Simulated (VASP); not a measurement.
# Ir2Ru (P6_3/mmc) in VASP: single point with PBE

Aim: the single point of Ir2Ru with PBE.

Everything below comes from runs of VASP 6.6.1. Logs are shortened: lines on timing, memory, paths and dates and some standing lists are left out, and cuts for length are marked.

## 1. The cell of the first run

Symmetry: P6_3/mmc, No. 194, hexagonal system. Conventional cell: a = 2.742 Å, b = 2.742 Å, c = 13.158 Å, α = 90.00°, β = 90.00°, γ = 120.00°. Ru (site symmetry -6m2) has 6 Ir at 2.68 Å and 6 Ru at 2.74 Å within 3.5 Å. Within 3.5 Å of Ir (site symmetry 3m) lie 3 Ru at 2.68 Å and 9 Ir at 2.74 to 2.76 Å.

## 2. Single point, PBE

The input, POSCAR:

```
Ir2Ru
1.0
    2.7417677301      0.0000000000      0.0000000000
   -1.3708838651      2.3744405056      0.0000000000
    0.0000000000      0.0000000000     13.1582883808
Ru Ir
2 4
Direct
    0.3333333333      0.6666666667      0.2500000000
    0.6666666667      0.3333333333      0.7500000000
    0.3333333333      0.6666666667      0.9141055070
    0.3333333333      0.6666666667      0.5858944930
    0.6666666667      0.3333333333      0.0858944930
    0.6666666667      0.3333333333      0.4141055070
```

The input, INCAR.step1:

```
ALGO     = Fast           # electronic algorithm
EDIFF    = 1E-7           # SCF threshold, eV
ENCUT    = 520            # plane-wave cutoff, eV
GGA      = PE             # functional
ISIF     = 2              # what is computed and relaxed
ISMEAR   = 0              # smearing method
LASPH    = True           # aspherical terms in the spheres
LCHARG   = True           # write CHGCAR
LMAXMIX  = 4              # l up to which the mixer works
LREAL    = False          # projectors in reciprocal space
LWAVE    = False          # write WAVECAR
NBANDS   = 41             # bands
NELM     = 100            # most SCF steps
PREC     = Accurate       # precision mode
SIGMA    = 0.1            # smearing width, eV
```

The input, KPOINTS.step1:

```
k-points
0
Gamma
  18 18 4
```

The input, INCAR.step2:

```
ALGO     = Fast           # electronic algorithm
EDIFF    = 1E-7           # SCF threshold, eV
ENCUT    = 520            # plane-wave cutoff, eV
GGA      = PE             # functional
ICHARG   = 11             # starting density
ISIF     = 2              # what is computed and relaxed
ISMEAR   = -5             # smearing method
LASPH    = True           # aspherical terms in the spheres
LCHARG   = False          # write CHGCAR
LMAXMIX  = 4              # l up to which the mixer works
LORBIT   = 11             # projections on sites
LREAL    = False          # projectors in reciprocal space
LWAVE    = False          # write WAVECAR
NBANDS   = 41             # bands
NEDOS    = 1001           # points of the DOS
NELM     = 100            # most SCF steps
PREC     = Accurate       # precision mode
SIGMA    = 0.1            # smearing width, eV
```

The input, KPOINTS.step2:

```
k-points
0
Gamma
  27 27 6
```

Potentials or basis: VASP PAW PBE potentials, release 64 (Ru_pv, Ir).

Launch:

```bash
$ cat potpaw_PBE.64/Ru_pv/POTCAR potpaw_PBE.64/Ir/POTCAR > POTCAR
$ cp INCAR.step1 INCAR
$ cp KPOINTS.step1 KPOINTS
$ mpirun -np 1 vasp_std > vasp.out
$ cp INCAR.step2 INCAR
$ cp KPOINTS.step2 KPOINTS
$ mpirun -np 1 vasp_std > vasp.out
```

OUTCAR:

```text
EDIFF = 1E-7
   ENCUT = 520
   GGA = PE
   ICHARG = 11
   ISIF = 2
   ISMEAR = -5
   LASPH = True
   LORBIT = 11
   LREAL = False
   NELM = 100
   PREC = Accurate

 ion  position               nearest neighbor table
   1  0.333  0.667  0.250-   5 2.68   6 2.68   5 2.68   6 2.68   5 2.68   6 2.68
   2  0.667  0.333  0.750-   3 2.68   4 2.68   3 2.68   4 2.68   3 2.68   4 2.68
   3  0.333  0.667  0.914-   2 2.68   2 2.68   2 2.68   5 2.76   5 2.76   5 2.76
   4  0.333  0.667  0.586-   2 2.68   2 2.68   2 2.68   6 2.76   6 2.76   6 2.76
   5  0.667  0.333  0.086-   1 2.68   1 2.68   1 2.68   3 2.76   3 2.76   3 2.76
   6  0.667  0.333  0.414-   1 2.68   1 2.68   1 2.68   4 2.76   4 2.76   4 2.76

  LATTYP: Found a hexagonal cell.
 ALAT       =     2.7417677301
 C/A-ratio  =     4.7991987929

  Lattice vectors:

 A1 = (   2.7417677301,   0.0000000000,   0.0000000000)
 A2 = (  -1.3708838651,   2.3744405056,   0.0000000000)
 A3 = (   0.0000000000,   0.0000000000,  13.1582883808)

Analysis of symmetry for initial positions (statically):
=====================================================================
 Subroutine PRICEL returns:
 Original cell was already a primitive cell.

 Routine SETGRP: Setting up the symmetry group for a
 hexagonal supercell.

 Subroutine GETGRP returns: Found 24 space group operations
 (whereof 12 operations were pure point group operations)
 out of a pool of 24 trial point group operations.

The static configuration has the point symmetry D_3d.
 The point group associated with its full space group is D_6h.

Analysis of symmetry for dynamics (positions and initial velocities):
=====================================================================
 Subroutine PRICEL returns:
 Original cell was already a primitive cell.

 Routine SETGRP: Setting up the symmetry group for a
 hexagonal supercell.

 Subroutine GETGRP returns: Found 24 space group operations
 (whereof 12 operations were pure point group operations)
 out of a pool of 24 trial point group operations.

The dynamic configuration has the point symmetry D_3d.
 The point group associated with its full space group is D_6h.

 Subroutine INISYM returns: Found 24 space group operations
 (whereof 12 operations are pure point group operations),
 and found     1 'primitive' translations

----------------------------------------------------------------------------------------

                                     Primitive cell

  volume of cell :      85.6626

  direct lattice vectors                    reciprocal lattice vectors
     2.741767730  0.000000000  0.000000000     0.364728197  0.210575923  0.000000000
    -1.370883865  2.374440506  0.000000000     0.000000000  0.421151845  0.000000000
     0.000000000  0.000000000 13.158288381     0.000000000  0.000000000  0.075997726

  length of vectors
     2.741767730  2.741767730 13.158288381     0.421151845  0.421151845  0.075997726

  position of ions in fractional coordinates (direct lattice)
     0.333333333  0.666666667  0.250000000
     0.666666667  0.333333333  0.750000000
     0.333333333  0.666666667  0.914105507
     0.333333333  0.666666667  0.585894493
     0.666666667  0.333333333  0.085894493
     0.666666667  0.333333333  0.414105507

  ion indices of the primitive-cell ions
   primitive index   ion index
                 1           1
                 2           2
                 3           3
                 4           4
                 5           5
                 6           6

----------------------------------------------------------------------------------------

 KPOINTS: k-points

Automatic generation of k-mesh.
 Grid dimensions read from file:
 generate k-points for:   27   27    6

 Generating k-lattice:

  Cartesian coordinates                     Fractional coordinates (reciprocal lattice)
     0.013508452  0.007799108  0.000000000     0.037037037  0.000000000  0.000000000
     0.000000000  0.015598216  0.000000000     0.000000000  0.037037037  0.000000000
     0.000000000  0.000000000  0.012666288     0.000000000  0.000000000  0.166666667

  Length of vectors
     0.015598216  0.015598216  0.012666288

  Shift w.r.t. Gamma in fractional coordinates (k-lattice)
     0.000000000  0.000000000  0.000000000

 TETIRR: Found   4434 inequivalent tetrahedra from    26244

 Subroutine IBZKPT returns following result:
 ===========================================

 Found    300 irreducible k-points:

 Following reciprocal coordinates:
            Coordinates               Weight
  0.000000  0.000000  0.000000      1.000000
  0.037037  0.000000  0.000000      6.000000
  0.074074  0.000000  0.000000      6.000000
  0.111111  0.000000  0.000000      6.000000
  0.148148  0.000000  0.000000      6.000000
  0.185185 -0.000000  0.000000      6.000000
[... 16 lines left out ...]
  0.333333  0.037037  0.000000     12.000000
  0.370370  0.037037  0.000000     12.000000
 [... further k-points ...]
   k-points           NKPTS =    300   k-points in BZ     NKDIM =    300   number of bands    NBANDS=     41
   number of dos      NEDOS =   1001   number of ions     NIONS =      6
   total plane-waves  NPLWV =  39200
   dimension x,y,z NGX =    20 NGY =   20 NGZ =   98
   dimension x,y,z NGXF=    40 NGYF=   40 NGZF=  196
   ions per type =               2   4
   NGX,Y,Z   is equivalent  to a cutoff of  12.13, 12.13, 12.38 a.u.
   NGXF,Y,Z  is equivalent  to a cutoff of  24.25, 24.25, 24.76 a.u.
 SYSTEM =  unknown system
   PREC   = accura    normal or accurate (medium, high low for compatibility)
   ISTART =      0    job   : 0-new  1-cont  2-samecut
   ICHARG =     11    charge: 1-file 2-atom 10-const
   ISPIN  =      1    spin polarized calculation?
   LNONCOLLINEAR =      F non collinear calculations
   LSORBIT =      F    spin-orbit coupling
   LASPH  =      T    aspherical Exc in radial PAW
   ENCUT  =  520.0 eV  38.22 Ry    6.18 a.u.   5.10  5.10 24.47*2*pi/ulx,y,z
   NELM   =    100;   NELMIN=  2; NELMDL=  0     # of ELM steps
   EDIFF  = 0.1E-06   stopping-criterion for ELM
   LREAL  =      F    real-space projection
   EDIFFG = 0.1E-05   stopping-criterion for IOM
   NSW    =      0    number of steps for IOM
   IBRION =     -1    ionic relax: 0-MD 1-quasi-New 2-CG
   NFREE  =      0    steps in history (QN), initial steepest desc. (CG)
   ISIF   =      2    stress and relaxation
   ISYM   =      2    0-nonsym 1-usesym 2-fastsym
   POTIM  = 0.5000    time-step for ionic-motion
   TEBEG  =    0.0;   TEEND  =   0.0 temperature during run
   PSTRESS=    0.0 pullay stress
   NELECT =      64.0000    total number of electrons
   NUPDOWN=      -1.0000    fix difference up-down
   EMIN   =  10.00;   EMAX   =-10.00  energy-range for DOS
   EFERMI =   0.00;   METHOD = LEGACY
   ISMEAR =    -5;   SIGMA  =   0.10  broadening in eV -4-tet -1-fermi 0-gaus
   EFERMI_NEDOS =   21; number of points for ismear=-14 and -15
   IALGO  =     68    algorithm
   IMIX   =      4    mixing-type and parameters
     AMIX     =   0.40;   BMIX     =  1.00
     AMIX_MAG =   1.60;   BMIX_MAG =  1.00
  volume/ion in A,a.u.               =      14.28        96.35
  Fermi-wavevector in a.u.,A,eV,Ry     =   1.485494  2.807177 30.023892  2.206694
  Thomas-Fermi vector in A             =   2.598899
   LORBIT       =     11    0 simple, 1 ext, 2 COOP (PROOUT), +10 PAW based schemes
   GGA     = PE    functional components
   LHFCALC =     F    Hartree Fock is set to
   AEXX    =    0.0000 exact exchange contribution
   IVDW    =     0    specifies the selected vdW correction
   LEPSILON=     F    determine dielectric tensor
   LRPA    =     F    only Hartree local field effects (RPA)
 non-spin polarized calculation
 RMM-DIIS sequential band-by-band and
 Fermi weights with tetrahedron method with Bloechl corrections
  energy-cutoff  :      520.00
  volume of cell :       85.66
 maximum number of plane-waves:      2340

 number of electron      64.0000012 magnetization

 Free energy of the ion-electron system (eV)
  ---------------------------------------------------
  ext. energy  EPLUGINS =         0.00000000
  ---------------------------------------------------
  free energy    TOTEN  =       -53.91426397 eV

  energy without entropy =      -53.91426397  energy(sigma->0) =      -53.91426397

 E-fermi :  10.9458     XC(G=0): -13.8944

 val. band max:       11.0168877829   @ k =   0.3704   0.2222   0.5000
 cond. band min:      10.9175942539   @ k =   0.2222   0.1852   0.0000
 fundamental gap:     -0.0992935289
 Fermi energy:        10.9458414738

 k-point     1 :       0.0000    0.0000    0.0000
  band No.  band energies     occupation
      1     -32.4541      2.00000
      2     -32.4538      2.00000
      3     -31.9816      2.00000
      4     -31.9816      2.00000
      5     -31.9816      2.00000
      6     -31.9816      2.00000
[... 33 lines left out ...]
     40      11.4080      0.00000
     41      11.4703      0.00000

 k-point     2 :       0.0370    0.0000    0.0000
  band No.  band energies     occupation
      1     -32.4529      2.00000
      2     -32.4526      2.00000
      3     -31.9906      2.00000
      4     -31.9906      2.00000
      5     -31.9838      2.00000
      6     -31.9837      2.00000
[... 33 lines left out ...]
     40      11.4802      0.00000
     41      11.5830      0.00000

 k-point     3 :       0.0741    0.0000    0.0000
  band No.  band energies     occupation
      1     -32.4492      2.00000
      2     -32.4490      2.00000
      3     -32.0171      2.00000
      4     -32.0170      2.00000
      5     -31.9900      2.00000
      6     -31.9900      2.00000
[... 33 lines left out ...]
     40      11.5428      0.00000
     41      11.6749      0.00000

 k-point     4 :       0.1111    0.0000    0.0000
  band No.  band energies     occupation
      1     -32.4433      2.00000
      2     -32.4431      2.00000
      3     -32.0593      2.00000
      4     -32.0593      2.00000
      5     -32.0000      2.00000
      6     -31.9999      2.00000
[... 825 lines left out ...]
     40      13.7390      0.00000
     41      14.1107      0.00000

 k-point    23 :       0.3333    0.0370    0.0000
  band No.  band energies     occupation
      1     -32.4987      2.00000
      2     -32.4986      2.00000
      3     -32.3800      2.00000
      4     -32.3800      2.00000
      5     -32.1103      2.00000
      6     -32.1103      2.00000
[... 33 lines left out ...]
     40      13.9978      0.00000
     41      14.4479      0.00000

 k-point    24 :       0.3704    0.0370    0.0000
  band No.  band energies     occupation
      1     -32.5510      2.00000
      2     -32.5510      2.00000
      3     -32.3723      2.00000
      4     -32.3722      2.00000
      5     -32.1236      2.00000
      6     -32.1236      2.00000
[... 33 lines left out ...]
     40      14.2362      0.00000
     41      14.7384      0.00000

 [... further k-points ...]

------------------------ aborting loop because EDIFF is reached ----------------------------------------

  FORCE on cell =-STRESS in cart. coord.  units (eV):
  Direction    XX          YY          ZZ          XY          YZ          ZX
  --------------------------------------------------------------------------------------
  -------------------------------------------------------------------------------------
  Total        0.2640076      0.2640076      0.0774927     -0.0000000     -0.0000000      0.0000000
  in kB        4.9378252      4.9378252      1.4493724     -0.0000000     -0.0000000      0.0000000
  external PRESSURE =       3.7750076 kB  Pullay stress =       0.0000000 kB

 VOLUME and BASIS-vectors are now :
 -----------------------------------------------------------------------------
  energy-cutoff  :      520.00
  volume of cell :       85.66
      direct lattice vectors                 reciprocal lattice vectors
     2.741767730  0.000000000  0.000000000     0.364728197  0.210575923  0.000000000
    -1.370883865  2.374440506  0.000000000     0.000000000  0.421151845  0.000000000
     0.000000000  0.000000000 13.158288381     0.000000000  0.000000000  0.075997726

 POSITION                                       TOTAL-FORCE (eV/Angst)
 -----------------------------------------------------------------------------------
     -0.00000      1.58296      3.28957        -0.000000      0.000000      0.000000
      1.37088      0.79148      9.86872        -0.000000     -0.000000      0.000000
     -0.00000      1.58296     12.02806         0.000000     -0.000000     -0.015313
     -0.00000      1.58296      7.70937         0.000000     -0.000000      0.015313
      1.37088      0.79148      1.13022         0.000000      0.000000      0.015313
      1.37088      0.79148      5.44892         0.000000      0.000000     -0.015313
 -----------------------------------------------------------------------------------
    total drift:                               -0.000000      0.000000     -0.000000

  FREE ENERGIE OF THE ION-ELECTRON SYSTEM (eV)
  ---------------------------------------------------
  free  energy   TOTEN  =       -53.9142639701 eV

  energy  without entropy=      -53.9142639701  energy(sigma->0) =      -53.91426397

 total charge

# of ion       s       p       d       tot
------------------------------------------
    1        0.375   6.304   5.928  12.607
    2        0.375   6.304   5.928  12.607
    3        0.675   0.715   6.943   8.333
    4        0.675   0.715   6.943   8.333
    5        0.675   0.715   6.943   8.333
    6        0.675   0.715   6.943   8.333
--------------------------------------------------
tot          3.448  15.469  39.627  58.544
```

It took 17 min on 1 thread of AMD EPYC 9R45 (Zen 5), shared host; peak memory 0.81 GiB.

What came out:

```
Valence electrons inside the program's atomic spheres : Ru 12.61; Ir 8.33
```

Caveat: spin-orbit coupling is left out, which moves the levels of the heavy elements.
